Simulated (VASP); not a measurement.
Input of a VASP 6.6.1 run:

File INCAR:

```
SYSTEM = Al32O
PREC     = Accurate       ! precision mode
ENCUT    = 520            ! plane-wave cutoff, eV
EDIFF    = 1E-6           ! SCF threshold, eV
ISMEAR   = -1             ! smearing method
SIGMA    = 0.05           ! smearing width, eV
LREAL    = Auto         
LASPH    = .True.         ! aspherical terms in the spheres
NELM     = 60             ! most SCF steps
ALGO     = Normal         ! electronic algorithm
ISIF     = 2              ! what is computed and relaxed
LWAVE    = .False.        ! write WAVECAR
LCHARG   = .False.        ! write CHGCAR
GGA      = PE             ! functional
NBANDS   = 73             ! bands
```

The input KPOINTS:

```
Automatic mesh
0
Gamma
  3 3 3
  0 0 0
```

The input POSCAR:

```
Al32O
1.0
    8.1000000000      0.0000000000      0.0000000000
    0.0000000000      8.1000000000      0.0000000000
    0.0000000000      0.0000000000      8.1000000000
Al O
32 1
Direct
    0.4962393827     -0.0039288889      0.0123413580
    0.7424401235      0.2530065432      0.0030341975
    0.7495338272     -0.0042271605      0.2494322222
   -0.0037212346      0.0010113580      0.0033250617
    0.2500976543      0.2529551852      0.0030561728
    0.4962544444      0.5065104938      0.0244116049
    0.7484711111      0.7488319753      0.0025053086
    0.2429544444     -0.0042209877      0.2494535802
    0.4962180247      0.2437987654      0.2545849383
    0.7572912346      0.4982520988      0.2532640741
    0.4962148148      0.0008738272      0.4973950617
    0.7634385185      0.2402983951      0.4939906173
    0.7573432099     -0.0004440741      0.7519233333
   -0.0037162963      0.4998151852     -0.0015828395
    0.2440627160      0.7489471605      0.0025996296
   -0.0037420988      0.2476329630      0.2441569136
    0.2352887654      0.4982435802      0.2533859259
    0.4962401235      0.7586514815      0.2497081481
   -0.0037351852     -0.0095102469      0.5012927160
    0.2288487654      0.2401996296      0.4938558025
    0.4964337037      0.5048420988      0.4650055556
    0.7424414815      0.7493496296      0.5066801235
    0.2352771605     -0.0002877778      0.7518924691
    0.4964713580      0.2112177778      0.7584365432
    0.7317725926      0.5005597531      0.7542417284
   -0.0037304938      0.7496650617      0.2546764198
   -0.0037097531      0.5006291358      0.5073680247
    0.2500792593      0.7493697531      0.5066377778
   -0.0036920988      0.2537180247      0.7543080247
    0.2608523457      0.5005201235      0.7542129630
    0.4962670370      0.7707549383      0.7601640741
   -0.0037060494      0.7447113580      0.7534772840
    0.4960579012      0.4214148148      0.6751467901
```

Potentials or basis: VASP PAW PBE potentials, release 64 (Al, O).

Launch:

```bash
$ cat potpaw_PBE.64/Al/POTCAR potpaw_PBE.64/O/POTCAR > POTCAR
$ mpirun -np 1 vasp_std > vasp.out
```

(1) Predict the band gap on the k mesh.

(2) Estimate the pressure.

Answers

(1) zero (bands 51 and 52 overlap by 0.17 eV).

(2) 1.2 GPa.
